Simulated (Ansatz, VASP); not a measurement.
## One calculation of SnO2, two programs

```
CELL_PARAMETERS angstrom
4.80035 0.00000 0.00000
0.00000 4.80035 0.00000
0.00000 0.00000 3.22843
ATOMIC_POSITIONS crystal
Sn 0.00000 0.00000 0.00000
Sn 0.50000 0.50000 0.50000
O 0.30627 0.30627 0.00000
O 0.19373 0.80627 0.50000
O 0.69373 0.69373 0.00000
O 0.80627 0.19373 0.50000
```

Change from the starting cell: volume scaled by 1.04, ions relaxed.

Alike in both runs: functional PBE; k mesh 7 × 7 × 9; occupations fermi-dirac, width 0.02 eV; no spin polarisation.

Ansatz relaxed the structure, and its values are those at the end. VASP's run is a single point on that final structure, the one shown.

|  | VASP | Ansatz |
| --- | --- | --- |
| version | VASP 6.6.1 | Ansatz 0.2.0 |
| potentials or method | VASP PAW PBE potentials, release 64 (Sn_d, O) | plane-wave PAW, scalar-relativistic |
| plane-wave cutoff (eV) | 520 | 420 |
| valence electrons in the cell | 52 | 52 |

```csv
,VASP,Ansatz,Ansatz less VASP
gap on the k mesh at the Fermi level (eV),0.81,0.82,+0.011
pressure (GPa),3.2,2.5,-0.64
rms of the force components (eV/Å),0.008,0.000,-0.0074
```

The functional is the same, so the differences come from potentials, cutoffs and numerics. Ansatz's warnings: stress scf threshold loose.
